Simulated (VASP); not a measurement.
Crystal: KF.

```
K F
1.0
     0.00000    2.70701    2.70701
     2.70701    0.00000    2.70701
     2.70701    2.70701    0.00000
K F
1 1
Direct
  0.00000 0.00000 0.00000
  0.50000 0.50000 0.50000
```

Base run:

| Quantity | Value |
| --- | --- |
| Program | VASP 6.6.1 |
| Functional | LDA |
| Potentials or basis | VASP PAW LDA potentials, release 64 (K_sv, F) |
| Cutoff | 520 eV |
| k mesh | 9 × 9 × 9 |
| Occupations | fermi-dirac, width 0.05 eV |
| Spin | no spin polarisation |

Its results: band gap on the k mesh 5.60 eV; pressure -4.3 GPa.

Q: The run is repeated on the same cell with these changes: functional from LDA to r2SCAN; potentials or basis from VASP PAW LDA potentials, release 64 (K_sv, F) to VASP PAW PBE potentials, release 64 (K_sv, F). What comes out?

A: Band gap on the k mesh 6.62 eV; pressure -1.7 GPa.

Caveats: an odd mesh through Γ misses points on the zone boundary, where band edges can lie; the cell stands under tension (at least some runs); the PAW data sets were made with another functional, which shifts forces and pressure a little (at least some runs).
